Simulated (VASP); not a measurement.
# W in VASP: notebook

The runs below take W through single point, with PBE.

All numbers are computed with VASP 6.6.1; they aren't measurements. Logs are shortened: lines on timing, memory, paths and dates and some standing lists are left out, and cuts for length are marked.

## Step 1: The cell of the first run

Symmetry: Fm-3m, No. 225, cubic system. The conventional cell has a = 3.938 Å, b = 3.938 Å, c = 3.938 Å, α = 90.00°, β = 90.00°, γ = 90.00°. Within 3.7 Å of W (site symmetry m-3m) lie 12 W at 2.78 Å.

This isn't the form of W at room conditions, which is bcc.

## Step 2: Single point, PBE (strain -0.030 along x and y, -0.030 along z)

The input, INCAR:

```
  PREC = Accurate
  ENCUT = 520
  EDIFF = 1E-6
  ISMEAR = 0
  SIGMA = 0.15
  LREAL = F
  LASPH = T
  NELM = 60
  ALGO = Fast
  ISIF = 2
  LWAVE = F
  LCHARG = T
  GGA = PE
  LELF = T
  LVHAR = T
  NBANDS = 13
```

The input, KPOINTS:

```
Automatic mesh
0
Gamma
  20 20 20
```

The input, POSCAR:

```
W
1.0
    0.0000000000      1.9691000000      1.9691000000
    1.9691000000      0.0000000000      1.9691000000
    1.9691000000      1.9691000000      0.0000000000
W
1
Direct
    0.0000000000      0.0000000000      0.0000000000
```

Potentials or basis: VASP PAW PBE potentials, release 64 (W_sv).

Command:

```sh
> cat potpaw_PBE.64/W_sv/POTCAR > POTCAR
> mpirun -np 1 vasp_std > vasp.out
```

OUTCAR:

```text
PREC = Accurate
   ENCUT = 520
   EDIFF = 1E-6
   ISMEAR = 0
   LREAL = F
   LASPH = T
   NELM = 60
   ISIF = 2
   GGA = PE

 ion  position               nearest neighbor table
   1  0.000  0.000  0.000-

  LATTYP: Found a face centered cubic cell.
 ALAT       =     3.9382000000

  Lattice vectors:

 A1 = (   0.0000000000,   1.9691000000,   1.9691000000)
 A2 = (   1.9691000000,   0.0000000000,   1.9691000000)
 A3 = (   1.9691000000,   1.9691000000,   0.0000000000)

Analysis of symmetry for initial positions (statically):
=====================================================================
 Subroutine PRICEL returns:
 Original cell was already a primitive cell.

 Routine SETGRP: Setting up the symmetry group for a
 face centered cubic supercell.

 Subroutine GETGRP returns: Found 48 space group operations
 (whereof 48 operations were pure point group operations)
 out of a pool of 48 trial point group operations.

The static configuration has the point symmetry O_h .

Analysis of symmetry for dynamics (positions and initial velocities):
=====================================================================
 Subroutine PRICEL returns:
 Original cell was already a primitive cell.

 Routine SETGRP: Setting up the symmetry group for a
 face centered cubic supercell.

 Subroutine GETGRP returns: Found 48 space group operations
 (whereof 48 operations were pure point group operations)
 out of a pool of 48 trial point group operations.

The dynamic configuration has the point symmetry O_h .

 Subroutine INISYM returns: Found 48 space group operations
 (whereof 48 operations are pure point group operations),
 and found     1 'primitive' translations

----------------------------------------------------------------------------------------

                                     Primitive cell

  volume of cell :      15.2698

  direct lattice vectors                    reciprocal lattice vectors
     0.000000000  1.969100000  1.969100000    -0.253923112  0.253923112  0.253923112
     1.969100000  0.000000000  1.969100000     0.253923112 -0.253923112  0.253923112
     1.969100000  1.969100000  0.000000000     0.253923112  0.253923112 -0.253923112

  length of vectors
     2.784727926  2.784727926  2.784727926     0.439807731  0.439807731  0.439807731

  position of ions in fractional coordinates (direct lattice)
     0.000000000  0.000000000  0.000000000

  ion indices of the primitive-cell ions
   primitive index   ion index
[... 81 lines left out ...]
   POTIM  = 0.5000    time-step for ionic-motion
   TEBEG  =    0.0;   TEEND  =   0.0 temperature during run
   PSTRESS=    0.0 pullay stress
   NELECT =      14.0000    total number of electrons
   NUPDOWN=      -1.0000    fix difference up-down
   EMIN   =  10.00;   EMAX   =-10.00  energy-range for DOS
   EFERMI =   0.00;   METHOD = LEGACY
   ISMEAR =     0;   SIGMA  =   0.15  broadening in eV -4-tet -1-fermi 0-gaus
   EFERMI_NEDOS =   21; number of points for ismear=-14 and -15
   IALGO  =     68    algorithm
   IMIX   =      4    mixing-type and parameters
     AMIX     =   0.40;   BMIX     =  1.00
     AMIX_MAG =   1.60;   BMIX_MAG =  1.00
  volume/ion in A,a.u.               =      15.27       103.05
  Fermi-wavevector in a.u.,A,eV,Ry     =   1.590400  3.005420 34.414204  2.529373
  Thomas-Fermi vector in A             =   2.689101
   LORBIT       =      0    0 simple, 1 ext, 2 COOP (PROOUT), +10 PAW based schemes
   GGA     = PE    functional components
   LHFCALC =     F    Hartree Fock is set to
   AEXX    =    0.0000 exact exchange contribution
   IVDW    =     0    specifies the selected vdW correction
   LEPSILON=     F    determine dielectric tensor
   LRPA    =     F    only Hartree local field effects (RPA)
 non-spin polarized calculation
 RMM-DIIS sequential band-by-band and
 Gauss-broadening in eV      SIGMA  =   0.15
  energy-cutoff  :      520.00
  volume of cell :       15.27
 maximum number of plane-waves:       424
 NGX is ok and might be reduce to    24
   NGX = 11   NGY = 11   NGZ = 11

 number of electron      13.9999999 magnetization

 Free energy of the ion-electron system (eV)
  ---------------------------------------------------
  ext. energy  EPLUGINS =         0.00000000
  ---------------------------------------------------
  free energy    TOTEN  =       -12.38764279 eV

  energy without entropy =      -12.37407728  energy(sigma->0) =      -12.38086003

 E-fermi :  11.5070     XC(G=0): -13.8411

 val. band max:       11.4974812265   @ k =  -0.4500   0.1500   0.0500
 cond. band min:      11.5071841867   @ k =   0.5000   0.1500   0.0000
 fundamental gap:      0.0097029601
 Fermi energy:        11.5070254425

 k-point     1 :       0.0000    0.0000    0.0000
  band No.  band energies     occupation
      1     -62.0242      2.00000
      2     -25.5502      2.00000
      3     -25.5502      2.00000
      4     -25.5502      2.00000
      5       2.1438      2.00000
      6      10.8565      2.00000
      7      10.8565      2.00000
      8      10.8565      2.00000
      9      14.3210      0.00000
     10      14.3210      0.00000
     11      24.3753      0.00000
     12      29.9593      0.00000
     13      29.9593      0.00000
[... 354 lines left out ...]
  band No.  band energies     occupation
      1     -61.8997      2.00000
      2     -26.7758      2.00000
      3     -25.7524      2.00000
      4     -25.7025      2.00000
      5       5.5187      2.00000
      6      10.6874      2.00000
      7      10.8349      2.00000
      8      10.9422      2.00000
      9      15.4986      0.00000
     10      16.4898      0.00000
     11      23.4711      0.00000
     12      27.0144      0.00000
     13      32.5353      0.00000

 [... further k-points ...]

------------------------ aborting loop because EDIFF is reached ----------------------------------------

  FORCE on cell =-STRESS in cart. coord.  units (eV):
  Direction    XX          YY          ZZ          XY          YZ          ZX
  --------------------------------------------------------------------------------------
  -------------------------------------------------------------------------------------
  Total        2.3893288      2.3893288      2.3893288     -0.0000000     -0.0000000      0.0000000
  in kB      250.6993382    250.6993382    250.6993382     -0.0000000     -0.0000000      0.0000000
  external PRESSURE =     250.6993382 kB  Pullay stress =       0.0000000 kB

 VOLUME and BASIS-vectors are now :
 -----------------------------------------------------------------------------
  energy-cutoff  :      520.00
  volume of cell :       15.27
      direct lattice vectors                 reciprocal lattice vectors
     0.000000000  1.969100000  1.969100000    -0.253923112  0.253923112  0.253923112
     1.969100000  0.000000000  1.969100000     0.253923112 -0.253923112  0.253923112
     1.969100000  1.969100000  0.000000000     0.253923112  0.253923112 -0.253923112

 POSITION                                       TOTAL-FORCE (eV/Angst)
 -----------------------------------------------------------------------------------
      0.00000      0.00000      0.00000         0.000000     -0.000000      0.000000
 -----------------------------------------------------------------------------------
    total drift:                                0.000000     -0.000000     -0.000000

  FREE ENERGIE OF THE ION-ELECTRON SYSTEM (eV)
  ---------------------------------------------------
  free  energy   TOTEN  =       -12.3876427933 eV

  energy  without entropy=      -12.3740772764  energy(sigma->0) =      -12.38086003
```

OSZICAR:

```text
N       E                     dE             d eps       ncg     rms          rms(c)
DAV:   1     0.845385818085E+02    0.84539E+02   -0.74455E+03  6695   0.123E+03
DAV:   2    -0.113330565063E+02   -0.95872E+02   -0.92228E+02  7326   0.317E+02
DAV:   3    -0.129326318303E+02   -0.15996E+01   -0.15906E+01  7356   0.395E+01
DAV:   4    -0.129389060654E+02   -0.62742E-02   -0.62738E-02  7466   0.273E+00
DAV:   5    -0.129389559064E+02   -0.49841E-04   -0.49840E-04  7516   0.229E-01    0.217E+01
RMM:   6    -0.125077254874E+02    0.43123E+00   -0.32704E-01  7187   0.545E+00    0.944E+00
RMM:   7    -0.123905944666E+02    0.11713E+00   -0.24118E-01  7242   0.471E+00    0.554E-01
RMM:   8    -0.123876957524E+02    0.28987E-02   -0.10173E-02  8221   0.112E+00    0.210E-01
RMM:   9    -0.123876420845E+02    0.53668E-04   -0.14062E-03  8066   0.462E-01    0.284E-02
RMM:  10    -0.123876517037E+02   -0.96192E-05   -0.18659E-04  8594   0.166E-01    0.188E-02
RMM:  11    -0.123876417717E+02    0.99320E-05   -0.54699E-05  8408   0.877E-02    0.647E-03
RMM:  12    -0.123876429909E+02   -0.12192E-05   -0.11503E-05  7425   0.401E-02    0.129E-03
RMM:  13    -0.123876427933E+02    0.19758E-06   -0.19602E-06  5925   0.166E-02
   1 F= -.12387643E+02 E0= -.12380860E+02  d E =-.135655E-01
```

stdout:

```text
POSCAR found type information on POSCAR W
 POSCAR found :  1 types and       1 ions
 scaLAPACK will be used
 LDA part: xc-table for (Slater+PW92), standard interpolation
 POSCAR, INCAR and KPOINTS ok, starting setup
 FFT: planning ... GRIDC
 FFT: planning ... GRID_SOFT
 FFT: planning ... GRID
 WAVECAR not read
 entering main loop
```

It took 1.8 min on 1 thread of AMD EPYC 7R13, shared host; peak memory 0.15 GiB.

What came out:

```yaml
Free_energy: -12.3876 eV
Pressure: 25.1 GPa
Band_gap_on_the_k_mesh: zero (bands 7 and 8 overlap by 4.14 eV)
```

Caveat: the cell differs from its parent crystal (strain -0.030 along x and y, -0.030 along z); the cell stands under pressure; spin-orbit coupling is left out, which moves the levels of the heavy elements.

## Step 3: Single point, PBE (strain +0.000 along x and y, +0.030 along z)

The input, INCAR:

```
PREC = Accurate
ENCUT = 520
EDIFF = 1E-6
ISMEAR = 0
SIGMA = 0.15
LREAL = False
LASPH = True
NELM = 60
ALGO = Fast
ISIF = 2
LWAVE = False
LCHARG = False
GGA = PE
NBANDS = 13
```

KPOINTS is that of step 2.

The input, POSCAR:

```
W
1.0
    0.0000000000      2.0300000000      2.0909000000
    2.0300000000      0.0000000000      2.0909000000
    2.0300000000      2.0300000000      0.0000000000
W
1
Direct
    0.0000000000      0.0000000000      0.0000000000
```

Potentials or basis: VASP PAW PBE potentials, release 64 (W_sv).

Command:

```sh
> cat potpaw_PBE.64/W_sv/POTCAR > POTCAR
> mpirun -np 1 vasp_std > vasp.out
```

It took 5.1 min on 1 thread of AMD EPYC 7R13, shared host; peak memory 0.22 GiB.

The run converged. Its results:

- Free energy: -12.4582 eV
- Pressure: -11.7 GPa
- Band gap on the k mesh: zero (bands 7 and 8 overlap by 3.43 eV)

Stress tensor (GPa, compression positive):
```
-14.27   0.00   0.00
  0.00 -14.27   0.00
  0.00   0.00  -6.49
```

Levels at points of the mesh, in eV from the Fermi level:
```csv
k point,band 4,band 5,band 6,band 7,band 8,band 9,band 10,band 11
"(0.00, 0.00, 0.00)",-37.48,-8.76,-0.78,-0.40,-0.40,2.09,2.65,12.71
"(0.50, 0.00, 0.00)",-37.59,-5.37,-0.94,-0.52,0.48,4.56,4.79,9.56
"(0.50, 0.50, 0.00)",-37.80,-5.21,-4.21,2.39,4.68,5.33,5.33,11.60
"(0.50, 0.00, 0.50)",-37.84,-5.17,-4.26,2.96,4.60,5.14,5.58,10.96
```

Caveat: the cell differs from its parent crystal (strain +0.000 along x and y, +0.030 along z); the cell stands under tension; spin-orbit coupling is left out, which moves the levels of the heavy elements.

## Step 4: Single point, PBE (strain +0.030 along x and y, +0.000 along z)

The input, INCAR:

```
PREC = Accurate ; ENCUT = 520
EDIFF = 1E-6 ; ISMEAR = 0
SIGMA = 0.15 ; LREAL = False
LASPH = True ; NELM = 60
ALGO = Fast ; ISIF = 2
LWAVE = False ; LCHARG = True
GGA = PE ; LELF = True
LVHAR = True ; NBANDS = 13
```

The input, KPOINTS:

```
regular mesh
0
Gamma
  20 20 20
```

The input, POSCAR:

```
W
1.0
    0.0000000000      2.0909000000      2.0300000000
    2.0909000000      0.0000000000      2.0300000000
    2.0909000000      2.0909000000      0.0000000000
W
1
Direct
    0.0000000000      0.0000000000      0.0000000000
```

Command:

```sh
> cat potpaw_PBE.64/W_sv/POTCAR > POTCAR
> mpirun -np 1 vasp_std > vasp.out
```

It took 4.8 min on 1 thread of AMD EPYC 7R13, shared host; peak memory 0.23 GiB.

It converged, with:

| Item | Value |
| --- | --- |
| Free energy | -12.4113 eV |
| Pressure | -18.2 GPa |
| Band gap on the k mesh | zero (bands 7 and 8 overlap by 3.44 eV) |

Stress tensor (GPa, compression positive):
```
-15.20   0.00   0.00
  0.00 -15.20   0.00
  0.00   0.00 -24.14
```

Levels at points of the mesh, in eV from the Fermi level:
```csv
k point,band 3,band 4,band 5,band 6,band 7,band 8,band 9,band 10,band 11,band 12
"(0.00, 0.00, 0.00)",-37.59,-37.57,-8.61,-0.61,-0.61,-0.26,2.02,2.53,12.66,17.20
"(0.50, 0.00, 0.00)",-37.73,-37.68,-5.22,-0.89,-0.48,0.41,4.36,4.60,9.14,12.25
"(0.50, 0.50, 0.00)",-37.94,-37.94,-4.96,-4.12,3.00,4.42,5.14,5.14,10.77,10.77
"(0.50, 0.00, 0.50)",-37.90,-37.87,-5.00,-4.05,2.45,4.44,4.92,5.30,11.03,11.32
```

Caveat: the cell differs from its parent crystal (strain +0.030 along x and y, +0.000 along z); the cell stands under tension; spin-orbit coupling is left out, which moves the levels of the heavy elements.

## Step 5: Summary

| cell | gap on the mesh (eV) | pressure (GPa) |
| --- | --- | --- |
| a = 2.785 Å, angles 60.0°, 1 atom | none | 25.1 |
| a = 2.914, b = 2.914, c = 2.871 Å, angles 60.5, 60.5, 59.0°, 1 atom | none | -11.7 |
| a = 2.914, b = 2.914, c = 2.957 Å, angles 59.5, 59.5, 61.0°, 1 atom | none | -18.2 |

Alike in all rows: task single point; level PBE; potentials or basis VASP PAW PBE potentials, release 64 (W_sv); no spin polarisation; k mesh 20 × 20 × 20; cutoff (eV) 520; smearing gaussian 0.15 eV.

Caveats: spin-orbit coupling is left out, which moves the levels of the heavy elements; the cell stands under tension (at least some runs); the cell stands under pressure (at least some runs).

Total energies depend on the potentials used, so only differences within one code and one set of settings carry meaning.
